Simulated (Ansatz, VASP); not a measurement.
# MnO in VASP and in Ansatz

File INCAR:

```
SYSTEM = MnO
PREC = Accurate ; ENCUT = 520
EDIFF = 1E-6 ; ISMEAR = 0
SIGMA = 0.05 ; LREAL = .False.
LASPH = .True. ; NELM = 150
ALGO = Normal ; ISIF = 2
LWAVE = .False. ; LCHARG = .True.
ISPIN = 2 ; MAGMOM = 5 -5 0 0
LORBIT = 11 ; LMAXMIX = 4
GGA = CA ; LELF = .True.
LVHAR = .True. ; NBANDS = 31
```

The input KPOINTS:

```
Automatic mesh
0
Gamma
  12 12 8
  0 0 0
```

POSCAR

```
MnO
1.0
    3.0779632574      0.0000000000      0.0000000000
   -1.5389816287      2.6655943729      0.0000000000
    0.0000000000      0.0000000000      5.2995560115
Mn O
2 2
Direct
    0.0000000000      0.0000000000      0.0000000000
    0.0000000000      0.0000000000      0.5000000000
    0.3333333333      0.6666666667      0.2499993605
    0.6666666667      0.3333333333      0.7500006395
```

Input for Ansatz:

```yaml
crystal:
  lattice:
    - [3.077963257444, 0.0, 0.0]
    - [-1.538981628722, 2.665594372862, 0.0]
    - [0.0, 0.0, 5.2995560115]
  atoms:
    - { symbol: Mn, position: [0.0, 0.0, 0.0], spin: 5.0 }
    - { symbol: Mn, position: [0.0, 0.0, 0.5], spin: -5.0 }
    - { symbol: O, position: [0.3333333333333, 0.6666666666667, 0.2499993605] }
    - { symbol: O, position: [0.6666666666667, 0.3333333333333, 0.7500006395] }
basis:
  ecutwfc: 420
  ecutrho_ratio: 4
kpoints:
  mp_grid: { grid: [12, 12, 8] }
hamiltonian:
  xc: lda
scf:
  occupations: { method: gaussian, width: 0.05 }
output:
  forces: true
  stress: true
magnetization:
  spin_polarized: true
```

Alike in both runs: task single point; functional LDA; k mesh 12 × 12 × 8; occupations gaussian, width 0.05 eV; collinear spin.

```csv
,VASP,Ansatz
version,VASP 6.6.1,Ansatz 0.2.0
potentials or method,"VASP PAW LDA potentials, release 64 (Mn_pv, O), cutoff 520 eV","scalar-relativistic, plane waves, PAW"
valence electrons in the cell,38,42
```

Ansatz gave:

| Property | Result |
| --- | --- |
| pressure (GPa) | -15.0 |
| traceless stress, the component that is largest in VASP (GPa) | -1.06 |
| net moment per atom (μB) | 0.00 |
| size of the moment on the site where the two differ most (μB) | 3.86 |

Task: What did VASP give for the same quantities?

Result: Pressure (GPa): -15.5; traceless stress, the component that is largest in VASP (GPa): -1.03; net moment per atom (μB): 0.00; size of the moment on the site where the two differ most (μB): 4.08.

LDA's correlation is that of Perdew and Zunger in VASP and of Perdew and Wang (1992) in Ansatz. Site moments also hang on the region over which each program counts them. VASP's potentials hold 38 valence electrons a cell and Ansatz's 42, so a difference there can come from the potentials and not from the codes.
